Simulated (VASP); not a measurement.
The system is Sn.

```
Sn
1.0
    -1.91373    1.91373    1.91373
     1.91373   -1.91373    1.91373
     1.91373    1.91373   -1.91373
Sn
1
Direct
  0.00000 0.00000 0.00000
```

| Quantity | Value |
| --- | --- |
| Program | VASP 6.6.1 |
| Task | relaxation of cell and atoms |
| Functional | PBEsol |
| Potentials or basis | VASP PAW PBE potentials, release 64 (Sn_d) |
| Cutoff | 600 eV |
| k mesh | 12 × 12 × 12 |
| Occupations | fermi-dirac, width 0.1 eV |
| Spin | no spin polarisation |

At the start: pressure -3.4 GPa; volume 28.03 Å³/atom.

Problem. How do energy, volume and symmetry change on relaxing?

Solution. Over 3 steps the energy falls by 22.5 meV/atom and the volume is 26.06 Å³/atom (-7.0 %); space group Im-3m (No. 229, to 0.05 Å).

The path:
```csv
step,energy change (eV),largest force (eV/Å),pressure (GPa),volume (Å³)
1,0.0000,0.0000,-3.42,28.03
2,-0.0215,0.0000,0.87,25.68
3,-0.0225,0.0000,0.01,26.06
```

Final structure:
```cif
data_structure
_symmetry_space_group_name_H-M 'P 1'
_symmetry_Int_Tables_number 1
_cell_length_a 3.2350
_cell_length_b 3.2350
_cell_length_c 3.2350
_cell_angle_alpha 109.471
_cell_angle_beta 109.471
_cell_angle_gamma 109.471
_cell_volume 26.06
loop_
_atom_site_label
_atom_site_type_symbol
_atom_site_fract_x
_atom_site_fract_y
_atom_site_fract_z
_atom_site_occupancy
Sn1 Sn 0.00000 0.00000 0.00000 1
```

Caveat: the PAW data sets were made with another functional, which shifts forces and pressure a little.
